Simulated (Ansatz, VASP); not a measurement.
# Ag in VASP and in Ansatz

The input INCAR:

```
SYSTEM = Ag
  ALGO = Normal
  DIPOL = 0.5 0.5 0.500
  EDIFF = 1E-6
  ENCUT = 520
  GGA = PE
  IDIPOL = 3
  ISIF = 2
  ISMEAR = -1
  LASPH = .True.
  LCHARG = .False.
  LDIPOL = .True.
  LREAL = .False.
  LWAVE = .False.
  NBANDS = 42
  NELM = 60
  PREC = Accurate
  SIGMA = 0.05
```

File KPOINTS:

```
k-points
0
Gamma
  10 10 1
  0 0 0
```

Contents of POSCAR:

```
Ag
1.0
    2.9460943265      0.0000000000      0.0000000000
   -1.4730471633      2.5513925288      0.0000000000
    0.0000000000      0.0000000000     27.0052091601
Ag
6
Direct
    0.0000000000      0.0000000000      0.2777241959
    0.6666666667      0.3333333333      0.3666062915
    0.3333333334      0.6666666667      0.4554883870
    0.6666666667      0.3333333333      0.5445116130
    0.3333333334      0.6666666667      0.6333937085
    0.0000000000      0.0000000000      0.7222758041
```

input.yaml

```yaml
crystal:
  lattice:
    - [2.9460943265, 0.0, 0.0]
    - [-1.4730471633, 2.5513925288, 0.0]
    - [0.0, 0.0, 27.0052091601]
  atoms:
    - { symbol: Ag, position: [0.0, 0.0, 0.2777241959] }
    - { symbol: Ag, position: [0.6666666667, 0.3333333333, 0.3666062915] }
    - { symbol: Ag, position: [0.3333333334, 0.6666666667, 0.455488387] }
    - { symbol: Ag, position: [0.6666666667, 0.3333333333, 0.544511613] }
    - { symbol: Ag, position: [0.3333333334, 0.6666666667, 0.6333937085] }
    - { symbol: Ag, position: [0.0, 0.0, 0.7222758041] }
hamiltonian:
  xc: pbe
  pseudopotentials: { kind: paw }
kpoints:
  mp_grid: { grid: [10, 10, 1] }
scf:
  occupations: { method: fermi_dirac, width: 0.05 }
output:
  forces: true
  eigenvalues: true
efield:
  axis: 3
  dipole_correction: true
  ramp_width: 0.04
```

Alike in both runs: task single point; functional PBE; k mesh 10 × 10 × 1; occupations fermi-dirac, width 0.05 eV; no spin polarisation.

|  | VASP | Ansatz |
| --- | --- | --- |
| version | VASP 6.6.1 | Ansatz 0.2.0 |
| potentials or method | VASP PAW PBE potentials, release 64 (Ag) | Ansatz PAW |
| plane-wave cutoff (eV) | 520 | 420 |
| valence electrons in the cell | 66 | 114 |

|  | VASP | Ansatz | Ansatz less VASP |
| --- | --- | --- | --- |
| gap on the k mesh at the Fermi level (eV) | none | none | - |
| rms of the force components (eV/Å) | 0.031 | 0.031 | -0.0004 |

Atom by atom the forces differ by 0.001 eV/Å (rms over components). A gap of «none» marks a metal or a gap that the smearing closes. The functional is the same, so the differences come from potentials, cutoffs and numerics. VASP's potentials hold 66 valence electrons a cell and Ansatz's 114, so a difference there can come from the potentials and not from the codes.
